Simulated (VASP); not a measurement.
Crystal: RuSe.

```
Ru Se
1.0
     3.18769    0.00000    0.00000
     0.00000    3.18769    0.00000
     0.00000    0.00000    3.18769
Ru Se
1 1
Direct
  0.00000 0.00000 0.00000
  0.50000 0.50000 0.50000
```

Base run:

```yaml
Program: VASP 6.6.1
Functional: PBE
Potentials_or_basis: VASP PAW PBE potentials, release 64 (Ru_pv, Se)
Cutoff: 520 eV
k_mesh: 6 × 6 × 6
Occupations: gaussian, width 0.05 eV
Spin: no spin polarisation
Hubbard_terms: Ru d U = 6.0 eV
```

Its results: band gap on the k mesh zero (band 10 reaches 11.67 eV, above the bottom of band 11 at 8.08 eV); pressure -10.7 GPa.

The run is repeated on the same cell with these changes: spin from no spin polarisation to collinear spin, ferrimagnetic start; further incar settings from ALGO = Normal; EDIFF = 1e-06; NBANDS = 17 to ALGO = Normal; EDIFF = 1e-07; NBANDS = 21. What comes out?

Band gap on the k mesh zero (filled and empty bands overlap); pressure 17.2 GPa; net moment 2.01 μB per cell; site moments Ru +2.23; Se -0.26 μB.

Caveats: U without spin polarisation on a metal has little footing (some runs).
